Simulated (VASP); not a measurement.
**Na: single point with RPBE**

Na:

```
Na
1.0
    -2.05410    2.05410    2.05410
     2.05410   -2.05410    2.05410
     2.05410    2.05410   -2.05410
Na
1
Direct
  0.00000 0.00000 0.00000
```

This cell differs from its parent crystal: volume scaled by 0.88.

```yaml
Program: VASP 6.6.1
Task: single point
Functional: RPBE
Potentials_or_basis: VASP PAW PBE potentials, release 64 (Na_pv)
Cutoff: 520 eV
k_mesh: 17 × 17 × 17
Occupations: fermi-dirac, width 0.1 eV
Spin: no spin polarisation
Dipole_correction: no
Further_INCAR_settings: ALGO = Normal; EDIFF = 1e-06; NBANDS = 10
```

- Pressure: 1.2 GPa

Levels at points of the mesh, in eV from the Fermi level:
```
           k point  band 1  band 2  band 3  band 4  band 5  band 6  band 7  band 8
(0.00, 0.00, 0.00)  -24.86  -24.86  -24.86   -3.42   12.21   12.21   12.21   13.18
```

It took 20 s on 1 thread of Intel(R) Xeon(R) Platinum 8559C (Emerald Rapids), on a shared host, peak memory 0.18 GiB.

Caveat: the PAW data sets were made with another functional, which shifts forces and pressure a little.
